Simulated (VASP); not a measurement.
A run of VASP 6.6.1:

The input INCAR:

```
SYSTEM = Sr
PREC = Accurate
ENCUT = 520
EDIFF = 1E-6
ISMEAR = 0
SIGMA = 0.15
LREAL = .False.
LASPH = .True.
NELM = 80
ALGO = Fast
ISIF = 2
LWAVE = .False.
LCHARG = .False.
GGA = PS
NBANDS = 17
```

File KPOINTS:

```
regular mesh
0
Gamma
  12 12 8
  0 0 0
```

POSCAR

```
Sr
1.0
    3.7891347171      0.0000000000      0.0000000000
   -1.8945673585      3.8140224666      0.0000000000
    0.0000000000      0.0000000000      7.1997538023
Sr
2
Direct
    0.3333333333      0.6666666667      0.2500000000
    0.6666666667      0.3333333333      0.7500000000
```

Potentials or basis: VASP PAW PBE potentials, release 64 (Sr_sv).

Launch:

```bash
$ cat potpaw_PBE.64/Sr_sv/POTCAR > POTCAR
$ mpirun -np 1 vasp_std > vasp.out
```

Hardware: 1 thread of Intel(R) Xeon(R) 6975P-C (Granite Rapids), with other jobs on the host.

Estimate the wall time of this run.

It took 2.6 min on 1 thread of Intel(R) Xeon(R) 6975P-C (Granite Rapids) (shared host), peak memory 0.45 GiB. Counts: scf iterations 13, k points 215.
